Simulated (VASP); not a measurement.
## Na: single point with LDA

The system is Na.

```
Na
1.0
     3.42328    0.00000    0.00000
    -1.71164    2.96465    0.00000
     0.00000    0.00000    5.59529
Na
2
Cartesian
  0.0000 1.9764 1.3988
  1.7116 0.9882 4.1965
```

```yaml
Program: VASP 6.6.1
Task: single point
Functional: LDA
Potentials_or_basis: VASP PAW LDA potentials, release 64 (Na_pv)
Cutoff: 520 eV
k_mesh: 14 × 14 × 8
Occupations: fermi-dirac, width 0.1 eV
Spin: no spin polarisation
Dipole_correction: no
Further_INCAR_settings: ALGO = Normal; EDIFF = 1e-06; NBANDS = 14
```

The pressure is 2.0 GPa. The band gap on the k mesh is zero (band 7 reaches 3.15 eV, above the bottom of band 8 at -1.63 eV).

Levels at points of the mesh, in eV from the Fermi level:
```tsv
k point	band 5	band 6	band 7	band 8	band 9	band 10
(0.00, 0.00, 0.00)	-24.77	-24.77	-3.89	0.61	1.19	11.51
(0.50, 0.00, 0.00)	-24.79	-24.79	0.25	0.47	4.31	4.53
(0.00, 0.00, 0.50)	-24.78	-24.78	-2.65	-2.65	6.43	6.43
(0.50, 0.00, 0.50)	-24.80	-24.80	1.21	1.21	1.85	1.85
```

It took 26 s on 1 thread of Intel(R) Xeon(R) 6975P-C (Granite Rapids) (shared host), peak memory 0.18 GiB.
